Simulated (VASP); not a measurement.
# TiTe2 in VASP: single point with PBE

Aim: the single point of TiTe2 with PBE.

All numbers are computed with VASP 6.6.1; they aren't measurements. Logs are shortened: lines on timing, memory, paths and dates and some standing lists are left out, and cuts for length are marked.

## Step 1: The cell of the first run

The cell holds a slab with vacuum, 3 atoms: a = 3.777 Å, b = 3.777 Å, c = 16.415 Å, α = 90.00°, β = 90.00°, γ = 120.00°.

## Step 2: Single point, PBE

File INCAR:

```
SYSTEM = TiTe2
ALGO = Normal
EDIFF = 1E-6
ENCUT = 400
GGA = PE
GGA_COMPAT = .FALSE.
ISIF = 2
ISMEAR = 0
LASPH = .TRUE.
LCHARG = .FALSE.
LREAL = .FALSE.
LWAVE = .FALSE.
NBANDS = 19
NELM = 120
NELMDL = -8
PREC = Accurate
SIGMA = 0.05
```

File KPOINTS:

```
k-points
0
G
  24 24 1
  0 0 0
```

File POSCAR:

```
TiTe2
1.0
    3.7770008900      0.0000000000      0.0000000000
   -1.8885004400      3.2709787200      0.0000000000
    0.0000000000      0.0000000000     16.4153488000
Ti Te
1 2
Direct
    0.0000000000      0.0000000000      0.5000000000
    0.6666666700      0.3333333300      0.6040291300
    0.3333333300      0.6666666700      0.3959708700
```

Potentials or basis: VASP PAW PBE potentials, release 64 (Ti_sv, Te).

On the command line:

```console
> cat potpaw_PBE.64/Ti_sv/POTCAR potpaw_PBE.64/Te/POTCAR > POTCAR
> mpirun -np 1 vasp_std > vasp.out
```

OUTCAR:

```text
SYSTEM = TiTe2
   EDIFF = 1E-6
   ENCUT = 400
   GGA = PE
   ISIF = 2
   ISMEAR = 0
   LASPH = .TRUE.
   LREAL = .FALSE.
   NELM = 120
   NELMDL = -8
   PREC = Accurate

 ion  position               nearest neighbor table
   1  0.000  0.000  0.500-   2 2.77   3 2.77   3 2.77   2 2.77   2 2.77   3 2.77
   2  0.667  0.333  0.604-   1 2.77   1 2.77   1 2.77
   3  0.333  0.667  0.396-   1 2.77   1 2.77   1 2.77

  LATTYP: Found a hexagonal cell.
 ALAT       =     3.7770008900
 C/A-ratio  =     4.3461331565

  Lattice vectors:

 A1 = (   3.7770008900,   0.0000000000,   0.0000000000)
 A2 = (  -1.8885004400,   3.2709787200,   0.0000000000)
 A3 = (   0.0000000000,   0.0000000000,  16.4153488000)

Analysis of symmetry for initial positions (statically):
=====================================================================
 Subroutine PRICEL returns:
 Original cell was already a primitive cell.

 Routine SETGRP: Setting up the symmetry group for a
 hexagonal supercell.

 Subroutine GETGRP returns: Found 12 space group operations
 (whereof 12 operations were pure point group operations)
 out of a pool of 24 trial point group operations.

The static configuration has the point symmetry D_3d.

Analysis of symmetry for dynamics (positions and initial velocities):
=====================================================================
 Subroutine PRICEL returns:
 Original cell was already a primitive cell.

 Routine SETGRP: Setting up the symmetry group for a
 hexagonal supercell.

 Subroutine GETGRP returns: Found 12 space group operations
 (whereof 12 operations were pure point group operations)
 out of a pool of 24 trial point group operations.

The dynamic configuration has the point symmetry D_3d.

 Subroutine INISYM returns: Found 12 space group operations
 (whereof 12 operations are pure point group operations),
 and found     1 'primitive' translations

----------------------------------------------------------------------------------------

                                     Primitive cell

  volume of cell :     202.8033

  direct lattice vectors                    reciprocal lattice vectors
     3.777000890  0.000000000  0.000000000     0.264760329  0.152859447  0.000000000
    -1.888500440  3.270978720  0.000000000     0.000000000  0.305718895  0.000000000
     0.000000000  0.000000000 16.415348800     0.000000000  0.000000000  0.060918596

  length of vectors
     3.777000890  3.777000887 16.415348800     0.305718895  0.305718895  0.060918596

  position of ions in fractional coordinates (direct lattice)
     0.000000000  0.000000000  0.500000000
     0.666666670  0.333333330  0.604029130
     0.333333330  0.666666670  0.395970870

  ion indices of the primitive-cell ions
   primitive index   ion index
                 1           1
                 2           2
                 3           3

----------------------------------------------------------------------------------------

 KPOINTS: k-points

Automatic generation of k-mesh.
 Grid dimensions read from file:
 generate k-points for:   24   24    1

 Generating k-lattice:

  Cartesian coordinates                     Fractional coordinates (reciprocal lattice)
     0.011031680  0.006369144  0.000000000     0.041666667 -0.000000000  0.000000000
     0.000000000  0.012738287  0.000000000     0.000000000  0.041666667  0.000000000
     0.000000000  0.000000000  0.060918596     0.000000000  0.000000000  1.000000000

  Length of vectors
     0.012738287  0.012738287  0.060918596

  Shift w.r.t. Gamma in fractional coordinates (k-lattice)
     0.000000000  0.000000000  0.000000000

 Subroutine IBZKPT returns following result:
 ===========================================

 Found     61 irreducible k-points:

 Following reciprocal coordinates:
            Coordinates               Weight
  0.000000  0.000000  0.000000      1.000000
  0.041667  0.000000  0.000000      6.000000
  0.083333  0.000000  0.000000      6.000000
  0.125000  0.000000  0.000000      6.000000
  0.166667  0.000000  0.000000      6.000000
  0.208333  0.000000  0.000000      6.000000
[... 16 lines left out ...]
  0.416667  0.041667  0.000000     12.000000
  0.458333  0.041667  0.000000     12.000000
 [... further k-points ...]
   k-points           NKPTS =     61   k-points in BZ     NKDIM =     61   number of bands    NBANDS=     19
   number of dos      NEDOS =    301   number of ions     NIONS =      3
   total plane-waves  NPLWV =  84672
   dimension x,y,z NGX =    28 NGY =   28 NGZ =  108
   dimension x,y,z NGXF=    56 NGYF=   56 NGZF=  216
   ions per type =               1   2
   NGX,Y,Z   is equivalent  to a cutoff of  12.32, 12.32, 10.94 a.u.
   NGXF,Y,Z  is equivalent  to a cutoff of  24.65, 24.65, 21.88 a.u.
 SYSTEM =  TiTe2
   PREC   = accura    normal or accurate (medium, high low for compatibility)
   ISTART =      0    job   : 0-new  1-cont  2-samecut
   ICHARG =      2    charge: 1-file 2-atom 10-const
   ISPIN  =      1    spin polarized calculation?
   LNONCOLLINEAR =      F non collinear calculations
   LSORBIT =      F    spin-orbit coupling
   LASPH  =      T    aspherical Exc in radial PAW
   ENCUT  =  400.0 eV  29.40 Ry    5.42 a.u.   6.16  6.16 26.77*2*pi/ulx,y,z
   NELM   =    120;   NELMIN=  2; NELMDL= -8     # of ELM steps
   EDIFF  = 0.1E-05   stopping-criterion for ELM
   LREAL  =      F    real-space projection
   EDIFFG = 0.1E-04   stopping-criterion for IOM
   NSW    =      0    number of steps for IOM
   IBRION =     -1    ionic relax: 0-MD 1-quasi-New 2-CG
   NFREE  =      0    steps in history (QN), initial steepest desc. (CG)
   ISIF   =      2    stress and relaxation
   ISYM   =      2    0-nonsym 1-usesym 2-fastsym
   POTIM  = 0.5000    time-step for ionic-motion
   TEBEG  =    0.0;   TEEND  =   0.0 temperature during run
   PSTRESS=    0.0 pullay stress
   NELECT =      24.0000    total number of electrons
   NUPDOWN=      -1.0000    fix difference up-down
   EMIN   =  10.00;   EMAX   =-10.00  energy-range for DOS
   EFERMI =   0.00;   METHOD = LEGACY
   ISMEAR =     0;   SIGMA  =   0.05  broadening in eV -4-tet -1-fermi 0-gaus
   EFERMI_NEDOS =   21; number of points for ismear=-14 and -15
   IALGO  =     38    algorithm
   IMIX   =      4    mixing-type and parameters
     AMIX     =   0.40;   BMIX     =  1.00
     AMIX_MAG =   1.60;   BMIX_MAG =  1.00
  volume/ion in A,a.u.               =      67.60       456.19
  Fermi-wavevector in a.u.,A,eV,Ry     =   0.803749  1.518865  8.789526  0.646012
  Thomas-Fermi vector in A             =   1.911675
   LORBIT       =      0    0 simple, 1 ext, 2 COOP (PROOUT), +10 PAW based schemes
   GGA     = PE    functional components
   LHFCALC =     F    Hartree Fock is set to
   AEXX    =    0.0000 exact exchange contribution
   IVDW    =     0    specifies the selected vdW correction
   LEPSILON=     F    determine dielectric tensor
   LRPA    =     F    only Hartree local field effects (RPA)
 non-spin polarized calculation
 Gauss-broadening in eV      SIGMA  =   0.05
  energy-cutoff  :      400.00
  volume of cell :      202.80
 maximum number of plane-waves:      3704
 NGX is ok and might be reduce to    28
   NGX = 13   NGY = 13   NGZ = 53

 number of electron      23.9999991 magnetization

 Free energy of the ion-electron system (eV)
  ---------------------------------------------------
  ext. energy  EPLUGINS =         0.00000000
  ---------------------------------------------------
  free energy    TOTEN  =       -16.17589519 eV

  energy without entropy =      -16.17380981  energy(sigma->0) =      -16.17485250

 E-fermi :  -0.2524     XC(G=0):  -4.6020

 val. band max:       -0.2525460680   @ k =   0.3333  -0.0000   0.0000
 cond. band min:      -0.2389532141   @ k =   0.4583   0.0417   0.0000
 fundamental gap:      0.0135928538
 Fermi energy:        -0.2524467688

 k-point     1 :       0.0000    0.0000    0.0000
  band No.  band energies     occupation
      1     -57.7951      2.00000
      2     -34.0506      2.00000
      3     -34.0506      2.00000
      4     -34.0201      2.00000
      5     -12.2698      2.00000
      6     -11.3866      2.00000
[... 11 lines left out ...]
     18       3.8399      0.00000
     19       4.4506      0.00000

 k-point     2 :       0.0417    0.0000    0.0000
  band No.  band energies     occupation
      1     -57.7950      2.00000
      2     -34.0513      2.00000
      3     -34.0507      2.00000
      4     -34.0200      2.00000
      5     -12.2509      2.00000
      6     -11.3747      2.00000
[... 11 lines left out ...]
     18       3.8769      0.00000
     19       4.4751      0.00000

 k-point     3 :       0.0833    0.0000    0.0000
  band No.  band energies     occupation
      1     -57.7948      2.00000
      2     -34.0533      2.00000
      3     -34.0512      2.00000
      4     -34.0195      2.00000
      5     -12.1947      2.00000
      6     -11.3394      2.00000
[... 11 lines left out ...]
     18       3.9763      0.00000
     19       4.5472      0.00000

 k-point     4 :       0.1250    0.0000    0.0000
  band No.  band energies     occupation
      1     -57.7946      2.00000
      2     -34.0566      2.00000
      3     -34.0520      2.00000
      4     -34.0187      2.00000
      5     -12.1026      2.00000
      6     -11.2822      2.00000
[... 11 lines left out ...]
     18       4.1182      0.00000
     19       4.6630      0.00000

 k-point     5 :       0.1667    0.0000    0.0000
  band No.  band energies     occupation
      1     -57.7943      2.00000
      2     -34.0609      2.00000
      3     -34.0529      2.00000
      4     -34.0177      2.00000
      5     -11.9770      2.00000
      6     -11.2054      2.00000
[... 11 lines left out ...]
     18       4.2927      0.00000
     19       4.8137      0.00000
[... 334 lines left out ...]
      2     -34.0836      2.00000
      3     -34.0586      2.00000
      4     -34.0124      2.00000
      5     -11.1347      2.00000
      6     -10.7443      2.00000
[... 11 lines left out ...]
     18       4.5018      0.00000
     19       5.3947      0.00000

 k-point    22 :       0.3750    0.0417    0.0000
  band No.  band energies     occupation
      1     -57.7924      2.00000
      2     -34.0873      2.00000
      3     -34.0595      2.00000
      4     -34.0115      2.00000
      5     -10.9495      2.00000
      6     -10.6679      2.00000
[... 11 lines left out ...]
     18       4.3250      0.00000
     19       5.1944      0.00000

 k-point    23 :       0.4167    0.0417    0.0000
  band No.  band energies     occupation
      1     -57.7923      2.00000
      2     -34.0899      2.00000
      3     -34.0601      2.00000
      4     -34.0109      2.00000
      5     -10.7954      2.00000
      6     -10.6244      2.00000
[... 11 lines left out ...]
     18       4.2926      0.00000
     19       4.9657      0.00000

 k-point    24 :       0.4583    0.0417    0.0000
  band No.  band energies     occupation
      1     -57.7922      2.00000
      2     -34.0913      2.00000
      3     -34.0604      2.00000
      4     -34.0106      2.00000
      5     -10.6886      2.00000
      6     -10.6242      2.00000
[... 11 lines left out ...]
     18       4.3718      0.00000
     19       4.7808      0.00000

 [... further k-points ...]
[... 5 lines left out ...]
  --------------------------------------------------------------------------------------
  -------------------------------------------------------------------------------------
  Total        0.0497283      0.0497283      0.6424694      0.0000000     -0.0000000      0.0000000
  in kB        0.3928613      0.3928613      5.0756083      0.0000000     -0.0000000      0.0000000
  external PRESSURE =       1.9537770 kB  Pullay stress =       0.0000000 kB

 VOLUME and BASIS-vectors are now :
 -----------------------------------------------------------------------------
  energy-cutoff  :      400.00
  volume of cell :      202.80
      direct lattice vectors                 reciprocal lattice vectors
     3.777000890  0.000000000  0.000000000     0.264760329  0.152859447  0.000000000
    -1.888500440  3.270978720  0.000000000     0.000000000  0.305718895  0.000000000
     0.000000000  0.000000000 16.415348800     0.000000000  0.000000000  0.060918596

 POSITION                                       TOTAL-FORCE (eV/Angst)
 -----------------------------------------------------------------------------------
      0.00000      0.00000      8.20767        -0.000000      0.000000      0.000000
      1.88850      1.09033      9.91535         0.000000      0.000000      0.210821
     -0.00000      2.18065      6.50000         0.000000     -0.000000     -0.210821
 -----------------------------------------------------------------------------------
    total drift:                                0.000000     -0.000000      0.000000

  FREE ENERGIE OF THE ION-ELECTRON SYSTEM (eV)
  ---------------------------------------------------
  free  energy   TOTEN  =       -16.1758951900 eV

  energy  without entropy=      -16.1738098146  energy(sigma->0) =      -16.17485250
```

It took 6.2 min on 1 thread of Intel Xeon Platinum 8375C at 2.90GHz (Ice Lake), shared host; peak memory 0.38 GiB.

What came out:

| Item | Value |
| --- | --- |
| Free energy | -16.1759 eV |
| Largest force | 0.211 eV/Å |
| Band gap on the k mesh | zero (bands 12 and 13 overlap by 0.47 eV) |

Forces on the atoms (eV/Å):
```
Ti   0.000  0.000  0.000
Te   0.000  0.000  0.211
Te   0.000  0.000 -0.211
```

Levels at points of the mesh, in eV from the Fermi level:
```csv
k point,band 9,band 10,band 11,band 12,band 13,band 14,band 15,band 16
"(0.00, 0.00, 0.00)",-1.61,-1.33,0.36,0.36,0.53,1.04,1.04,3.36
"(0.50, 0.00, 0.00)",-2.29,-1.83,-1.75,-0.76,-0.11,1.11,1.43,2.98
```

Caveat: spin-orbit coupling is left out, which moves the levels of the heavy elements.
